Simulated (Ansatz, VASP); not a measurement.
**Sb: VASP beside Ansatz**

The input INCAR:

```
ALGO = Normal ; EDIFF = 1E-6
ENCUT = 520 ; GGA = PE
ISIF = 2 ; ISMEAR = -1
LASPH = T ; LCHARG = F
LREAL = F ; LWAVE = F
NBANDS = 12 ; NELM = 80
PREC = Accurate ; SIGMA = 0.05
```

The input KPOINTS:

```
k-points
0
Gamma
  13 13 7
```

POSCAR

```
Sb
1.0
    3.4216234127      0.0000000000      0.0000000000
   -1.7108117063      2.9632127976      0.0000000000
    0.0000000000      0.0000000000      5.2503643077
Sb
2
Direct
    0.3333333333      0.6666666667      0.2500000000
    0.6666666667      0.3333333333      0.7500000000
```

Input for Ansatz:

```yaml
crystal:
  lattice:
    - [3.4216234127, 0.0, 0.0]
    - [-1.7108117063, 2.9632127976, 0.0]
    - [0.0, 0.0, 5.2503643077]
  atoms:
    - { symbol: Sb, position: [0.3333333333, 0.6666666667, 0.25] }
    - { symbol: Sb, position: [0.6666666667, 0.3333333333, 0.75] }
kpoints:
  mp_grid: { grid: [13, 13, 7] }
scf:
  occupations: { method: fermi_dirac, width: 0.05 }
hamiltonian:
  xc: pbe
  pseudopotentials: { kind: all_electron, lapw: { basis_error: 0.00025 } }
output:
  forces: true
  stress: true
  eigenvalues: true
```

Change from the starting cell: volume scaled by 0.97.

Alike in both runs: task single point; functional PBE; k mesh 13 × 13 × 7; occupations fermi-dirac, width 0.05 eV; no spin polarisation.

|  | VASP | Ansatz |
| --- | --- | --- |
| version | VASP 6.6.1 | Ansatz 0.2.0 |
| potentials or method | VASP PAW PBE potentials, release 64 (Sb), cutoff 520 eV | all-electron LAPW, scalar-relativistic |

Ansatz gave:

| Item | Value |
| --- | --- |
| pressure (GPa) | 1.9 |

Q: Which values does VASP return?

A: Pressure (GPa): 1.7.

Ansatz ran all-electron here, and VASP with PAW potentials.

Neither program's run includes spin-orbit coupling.
